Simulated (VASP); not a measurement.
# C (Fmmm) in VASP: a series of runs, part 2 of 2

VASP 6.6.1. Earlier steps stand in the parts before.

**4. Single point, PBE**

Input file INCAR:

```
SYSTEM = C
PREC = Accurate
ENCUT = 520
EDIFF = 1E-7
ISMEAR = 0
SIGMA = 0.02
LREAL = .False.
LASPH = .True.
NELM = 80
ALGO = Normal
ISIF = 2
LWAVE = .False.
LCHARG = .False.
GGA = PE
NBANDS = 11
```

Input file KPOINTS:

```
Automatic mesh
0
Gamma
  6 6 6
  0 0 0
```

Input file POSCAR:

```
C
1.0
    0.0000000000      2.1270000000      3.3480000000
    1.2280000000      0.0000000000      3.3480000000
    1.2280000000      2.1270000000      0.0000000000
C
2
Direct
    0.1666700000      0.8333300000      0.1666700000
    0.8333300000      0.1666700000      0.8333300000
```

Potentials or basis: VASP PAW PBE potentials, release 64 (C).

Run with:

```bash
cat potpaw_PBE.64/C/POTCAR > POTCAR
mpirun -np 1 vasp_std > vasp.out
```

OUTCAR:

```text
SYSTEM = C
   PREC = Accurate
   ENCUT = 520
   EDIFF = 1E-7
   ISMEAR = 0
   LREAL = .False.
   LASPH = .True.
   NELM = 80
   ISIF = 2
   GGA = PE

 ion  position               nearest neighbor table
   1  0.167  0.833  0.167-   2 1.42   2 1.42   2 1.42
   2  0.833  0.167  0.833-   1 1.42   1 1.42   1 1.42

  LATTYP: Found a face centered orthorhombic cell.
 ALAT       =     2.4560000000
 B/A-ratio  =     1.7320846906
 C/A-ratio  =     2.7263843648

  Lattice vectors:

 A1 = (   0.0000000000,   2.1270000000,   3.3480000000)
 A2 = (   1.2280000000,   0.0000000000,   3.3480000000)
 A3 = (   1.2280000000,   2.1270000000,   0.0000000000)

Analysis of symmetry for initial positions (statically):
=====================================================================
 Subroutine PRICEL returns:
 Original cell was already a primitive cell.

 Routine SETGRP: Setting up the symmetry group for a
 face centered orthorhombic supercell.

 Subroutine GETGRP returns: Found  8 space group operations
 (whereof  8 operations were pure point group operations)
 out of a pool of  8 trial point group operations.

The static configuration has the point symmetry D_2h.

Analysis of symmetry for dynamics (positions and initial velocities):
=====================================================================
 Subroutine PRICEL returns:
 Original cell was already a primitive cell.

 Routine SETGRP: Setting up the symmetry group for a
 face centered orthorhombic supercell.

 Subroutine GETGRP returns: Found  8 space group operations
 (whereof  8 operations were pure point group operations)
 out of a pool of  8 trial point group operations.

The dynamic configuration has the point symmetry D_2h.

 Subroutine INISYM returns: Found  8 space group operations
 (whereof  8 operations are pure point group operations),
 and found     1 'primitive' translations

----------------------------------------------------------------------------------------

                                     Primitive cell

  volume of cell :      17.4897

  direct lattice vectors                    reciprocal lattice vectors
     0.000000000  2.127000000  3.348000000    -0.407166124  0.235072873  0.149342891
     1.228000000  0.000000000  3.348000000     0.407166124 -0.235072873  0.149342891
     1.228000000  2.127000000  0.000000000     0.407166124  0.235072873 -0.149342891

  length of vectors
     3.966513961  3.566102635  2.456036034     0.493301943  0.493301943  0.493301943

  position of ions in fractional coordinates (direct lattice)
     0.166670000  0.833330000  0.166670000
     0.833330000  0.166670000  0.833330000

  ion indices of the primitive-cell ions
   primitive index   ion index
                 1           1
                 2           2

----------------------------------------------------------------------------------------

 KPOINTS: Automatic mesh

Automatic generation of k-mesh.
 Grid dimensions read from file:
 generate k-points for:    6    6    6

 Generating k-lattice:

[... 21 lines left out ...]
  0.500000  0.000000  0.000000      4.000000
  0.166667  0.166667  0.000000      2.000000
  0.333333  0.166667 -0.000000      8.000000
[... 16 lines left out ...]
 -0.166667  0.166667  0.166667      8.000000
  0.500000  0.333333  0.166667      4.000000
 [... further k-points ...]
   k-points           NKPTS =     46   k-points in BZ     NKDIM =     46   number of bands    NBANDS=     11
   number of dos      NEDOS =    301   number of ions     NIONS =      2
   total plane-waves  NPLWV =  15120
   dimension x,y,z NGX =    30 NGY =   28 NGZ =   18
   dimension x,y,z NGXF=    60 NGYF=   56 NGZF=   36
   ions per type =               2
   NGX,Y,Z   is equivalent  to a cutoff of  12.57, 13.05, 12.18 a.u.
   NGXF,Y,Z  is equivalent  to a cutoff of  25.15, 26.11, 24.37 a.u.
 SYSTEM =  C
   PREC   = accura    normal or accurate (medium, high low for compatibility)
   ISTART =      0    job   : 0-new  1-cont  2-samecut
   ICHARG =      2    charge: 1-file 2-atom 10-const
   ISPIN  =      1    spin polarized calculation?
   LNONCOLLINEAR =      F non collinear calculations
   LSORBIT =      F    spin-orbit coupling
   LASPH  =      T    aspherical Exc in radial PAW
   ENCUT  =  520.0 eV  38.22 Ry    6.18 a.u.   7.38  6.63  4.57*2*pi/ulx,y,z
   NELM   =     80;   NELMIN=  2; NELMDL= -5     # of ELM steps
   EDIFF  = 0.1E-06   stopping-criterion for ELM
   LREAL  =      F    real-space projection
   EDIFFG = 0.1E-05   stopping-criterion for IOM
   NSW    =      0    number of steps for IOM
   IBRION =     -1    ionic relax: 0-MD 1-quasi-New 2-CG
   NFREE  =      0    steps in history (QN), initial steepest desc. (CG)
   ISIF   =      2    stress and relaxation
   ISYM   =      2    0-nonsym 1-usesym 2-fastsym
   POTIM  = 0.5000    time-step for ionic-motion
   TEBEG  =    0.0;   TEEND  =   0.0 temperature during run
   PSTRESS=    0.0 pullay stress
   NELECT =       8.0000    total number of electrons
   NUPDOWN=      -1.0000    fix difference up-down
   EMIN   =  10.00;   EMAX   =-10.00  energy-range for DOS
   EFERMI =   0.00;   METHOD = LEGACY
   ISMEAR =     0;   SIGMA  =   0.02  broadening in eV -4-tet -1-fermi 0-gaus
   EFERMI_NEDOS =   21; number of points for ismear=-14 and -15
   IALGO  =     38    algorithm
   IMIX   =      4    mixing-type and parameters
     AMIX     =   0.40;   BMIX     =  1.00
     AMIX_MAG =   1.60;   BMIX_MAG =  1.00
  volume/ion in A,a.u.               =       8.74        59.01
  Fermi-wavevector in a.u.,A,eV,Ry     =   1.261376  2.383654 21.647797  1.591068
  Thomas-Fermi vector in A             =   2.394838
   LORBIT       =      0    0 simple, 1 ext, 2 COOP (PROOUT), +10 PAW based schemes
   GGA     = PE    functional components
   LHFCALC =     F    Hartree Fock is set to
   AEXX    =    0.0000 exact exchange contribution
   IVDW    =     0    specifies the selected vdW correction
   LEPSILON=     F    determine dielectric tensor
   LRPA    =     F    only Hartree local field effects (RPA)
 non-spin polarized calculation
 Gauss-broadening in eV      SIGMA  =   0.02
  energy-cutoff  :      520.00
  volume of cell :       17.49
 maximum number of plane-waves:       499
 NGX is ok and might be reduce to    30
   NGX = 15   NGY = 13   NGZ =  9

 number of electron       8.0000000 magnetization

 Free energy of the ion-electron system (eV)
  ---------------------------------------------------
  ext. energy  EPLUGINS =         0.00000000
  ---------------------------------------------------
  free energy    TOTEN  =       -18.38544400 eV

  energy without entropy =      -18.38544400  energy(sigma->0) =      -18.38544400

 E-fermi :   4.7515     XC(G=0): -10.3613

 val. band max:        4.6450771622   @ k =  -0.3333  -0.0000   0.3333
 cond. band min:       4.8709080031   @ k =  -0.1667   0.1667   0.3333
 fundamental gap:      0.2258308409
 Fermi energy:         4.7514626842

 k-point     1 :       0.0000    0.0000    0.0000
  band No.  band energies     occupation
      1     -14.9831      2.00000
      2      -1.8522      2.00000
      3       1.7475      2.00000
      4       1.7733      2.00000
      5       9.0219      0.00000
      6      13.1585      0.00000
      7      13.2301      0.00000
      8      16.2834      0.00000
      9      17.6273      0.00000
     10      27.5389      0.00000
     11      30.5363      0.00000
[... 309 lines left out ...]
 k-point    24 :       0.5000    0.3333    0.1667
  band No.  band energies     occupation
      1     -14.1026      2.00000
      2      -2.6088      2.00000
      3      -0.5337      2.00000
      4       0.5988      2.00000
      5      13.1003      0.00000
      6      13.8895      0.00000
      7      14.3288      0.00000
      8      15.7209      0.00000
      9      18.8219      0.00000
     10      25.4188      0.00000
     11      28.2323      0.00000

 [... further k-points ...]

------------------------ aborting loop because EDIFF is reached ----------------------------------------

  FORCE on cell =-STRESS in cart. coord.  units (eV):
  Direction    XX          YY          ZZ          XY          YZ          ZX
  --------------------------------------------------------------------------------------
  -------------------------------------------------------------------------------------
  Total        0.7474648      0.6274806      0.2980023      0.0000000      0.0000000      0.0000000
  in kB       68.4731026     57.4816959     27.2991346      0.0000000      0.0000000      0.0000000
  external PRESSURE =      51.0846444 kB  Pullay stress =       0.0000000 kB

 VOLUME and BASIS-vectors are now :
 -----------------------------------------------------------------------------
  energy-cutoff  :      520.00
  volume of cell :       17.49
      direct lattice vectors                 reciprocal lattice vectors
     0.000000000  2.127000000  3.348000000    -0.407166124  0.235072873  0.149342891
     1.228000000  0.000000000  3.348000000     0.407166124 -0.235072873  0.149342891
     1.228000000  2.127000000  0.000000000     0.407166124  0.235072873 -0.149342891

 POSITION                                       TOTAL-FORCE (eV/Angst)
 -----------------------------------------------------------------------------------
      1.22800      0.70901      3.34800         0.000000      0.017648      0.000000
      1.22800      3.54499      3.34800         0.000000     -0.017648      0.000000
 -----------------------------------------------------------------------------------
    total drift:                               -0.000000     -0.000000     -0.000000

  FREE ENERGIE OF THE ION-ELECTRON SYSTEM (eV)
  ---------------------------------------------------
  free  energy   TOTEN  =       -18.3854439981 eV

  energy  without entropy=      -18.3854439981  energy(sigma->0) =      -18.38544400
```

OSZICAR:

```text
N       E                     dE             d eps       ncg     rms          rms(c)
DAV:   1    -0.228984856942E+00   -0.22898E+00   -0.40755E+03  1020   0.651E+02
DAV:   2    -0.191859905736E+02   -0.18957E+02   -0.18259E+02  1256   0.120E+02
DAV:   3    -0.196033672276E+02   -0.41738E+00   -0.41641E+00  1291   0.142E+01
DAV:   4    -0.196048601266E+02   -0.14929E-02   -0.14928E-02  1135   0.102E+00
DAV:   5    -0.196048665518E+02   -0.64252E-05   -0.64250E-05  1343   0.612E-02    0.640E+00
DAV:   6    -0.186759580176E+02    0.92891E+00   -0.78890E-01  1150   0.515E+00    0.373E+00
DAV:   7    -0.183820738607E+02    0.29388E+00   -0.89169E-01  1170   0.551E+00    0.106E+00
DAV:   8    -0.183855970554E+02   -0.35232E-02   -0.19450E-02  1102   0.889E-01    0.129E-01
DAV:   9    -0.183853680985E+02    0.22896E-03   -0.59030E-04  1222   0.151E-01    0.541E-02
DAV:  10    -0.183854446992E+02   -0.76601E-04   -0.13844E-04  1140   0.820E-02    0.284E-02
DAV:  11    -0.183854437819E+02    0.91731E-06   -0.61908E-06  1228   0.142E-02    0.718E-03
DAV:  12    -0.183854440372E+02   -0.25530E-06   -0.70230E-07  1158   0.595E-03    0.941E-04
DAV:  13    -0.183854439981E+02    0.39135E-07   -0.52675E-08  1226   0.148E-03
   1 F= -.18385444E+02 E0= -.18385444E+02  d E =-.107672E-15
```

stdout:

```text
POSCAR found type information on POSCAR C
 POSCAR found :  1 types and       2 ions
 scaLAPACK will be used
 LDA part: xc-table for (Slater+PW92), standard interpolation
 POSCAR, INCAR and KPOINTS ok, starting setup
 FFT: planning ... GRIDC
 FFT: planning ... GRID_SOFT
 FFT: planning ... GRID
 WAVECAR not read
 entering main loop
```

It took 5 s on 1 thread of Intel Xeon 6975P-C (Granite Rapids), shared host; peak memory 0.13 GiB.

What came out:

* Free energy: -18.3854 eV
* Pressure: 5.1 GPa
* Largest force: 0.018 eV/Å

Forces in eV/Å, atoms in the order of the input:
```
C    0.000  0.018  0.000
C    0.000 -0.018  0.000
```

Caveat: the k points lie up to 0.52 Å⁻¹ apart; this functional lacks dispersion, which binds layers or chains, so the pressure and a relaxed spacing across them are unreliable.

**5. Single point, PBE**

Input file INCAR:

```
SYSTEM = C
  PREC = Accurate
  ENCUT = 520
  EDIFF = 1E-6
  ISMEAR = 0
  SIGMA = 0.02
  LREAL = .False.
  LASPH = .True.
  NELM = 100
  ALGO = Normal
  ISIF = 2
  LWAVE = .False.
  LCHARG = .False.
  GGA = PE
  NBANDS = 11
```

Input file KPOINTS:

```
regular mesh
0
Gamma
  8 8 8
  0 0 0
```

POSCAR is that of step 4.

Run with:

```bash
cat potpaw_PBE.64/C/POTCAR > POTCAR
mpirun -np 1 vasp_std > vasp.out
```

Run time: 7.9 s. Hardware: 1 thread of Intel Xeon 6975P-C (Granite Rapids), shared host; peak memory 0.14 GiB.

Results (log left out):

- Free energy: -18.4161 eV
- Pressure: 5.0 GPa
- Largest force: 0.045 eV/Å

Forces on the atoms (eV/Å):
```
C    0.000  0.045  0.000
C    0.000 -0.045  0.000
```

Stress tensor (GPa, compression positive):
```
5.55 0.00 0.00
0.00 5.75 0.00
0.00 0.00 3.82
```

Caveat: the cell stands under pressure; this functional lacks dispersion, which binds layers or chains, so the pressure and a relaxed spacing across them are unreliable.

**6. Summary**

```csv
k mesh,pressure (GPa),largest force (eV/Å)
1 × 1 × 1,52.5,-
4 × 4 × 4,4.6,0.01
6 × 6 × 6,5.1,0.02
8 × 8 × 8,5.0,0.05
```

Alike in all rows: task single point; level PBE; potentials or basis VASP PAW PBE potentials, release 64 (C); no spin polarisation; cell as given; cutoff (eV) 520; smearing gaussian 0.02 eV.

Caveats: some runs use coarse meshes; this functional lacks dispersion, which binds layers or chains, so the pressure and a relaxed spacing across them are unreliable; the cell stands under pressure (at least some runs).

Absolute energies hang on the potentials; compare differences alone.
